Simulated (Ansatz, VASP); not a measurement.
MgC in VASP and in Ansatz

```
Mg C
1.0
     1.71026   -4.73331    0.00000
     1.71026    4.73331    0.00000
     0.00000    0.00000    3.44443
Mg C
2 2
Direct
  0.88000 0.12000 0.25000
  0.12000 0.88000 0.75000
  0.65100 0.34900 0.25000
  0.34900 0.65100 0.75000
```

Alike in both runs: task relaxation of cell and atoms; functional PBE; k mesh 6 × 6 × 6; occupations gaussian, width 0.1 eV; no spin polarisation.

```csv
,VASP,Ansatz
version,VASP 6.6.1,Ansatz 0.2.0
potentials or method,"VASP PAW PBE potentials, release 64 (Mg, C), cutoff 600 eV","scalar-relativistic, plane waves, PAW"
valence electrons in the cell,12,28
```

Ansatz gave:

| Quantity | Value |
| --- | --- |
| gap on the k mesh at the Fermi level, each at its own relaxed structure (eV) | none |
| relaxed volume (Å³/atom) | 10.38 |
| relaxed cell length with the largest relative difference (Å) | 4.540 |

**Question.** Which values does VASP return?

**Answer.** gap on the k mesh at the Fermi level, each at its own relaxed structure (eV): none; relaxed volume (Å³/atom): 10.35; relaxed cell length with the largest relative difference (Å): 4.530.

A gap of «none» marks a metal or a gap that the smearing closes. VASP's potentials hold 12 valence electrons a cell and Ansatz's 28, so a difference there can come from the potentials and not from the codes.

Noted on VASP's run: the volume moved by over 15 % at a fixed basis, so the end points are rough.
